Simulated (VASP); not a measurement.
A run of VASP 6.6.1 is set up as follows.

File INCAR:

```
PREC = Accurate
ENCUT = 520
EDIFF = 1E-6
ISMEAR = -1
SIGMA = 0.05
LREAL = False
LASPH = True
NELM = 80
ALGO = Normal
ISIF = 2
LWAVE = False
LCHARG = False
GGA = PE
NBANDS = 17
```

KPOINTS

```
regular mesh
0
Gamma
  11 11 6
```

POSCAR

```
Pt
1.0
    2.7588761816      0.0000000000      0.0000000000
   -1.3794380908      2.3892568591      0.0000000000
    0.0000000000      0.0000000000      4.7434470415
Pt
2
Direct
    0.3333333333      0.6666666667      0.2500000000
    0.6666666667      0.3333333333      0.7500000000
```

Potentials or basis: VASP PAW PBE potentials, release 64 (Pt).

Command:

```bash
$ cat potpaw_PBE.64/Pt/POTCAR > POTCAR
$ mpirun -np 1 vasp_std > vasp.out
```

(1) Predict the pressure.

(2) Estimate the band gap on the k mesh.

## Answers

(1) 1.5 GPa.

(2) zero (band 10 reaches 10.94 eV, above the bottom of band 11 at 9.74 eV).

Caveat: spin-orbit coupling is left out, which moves the levels of the heavy elements.
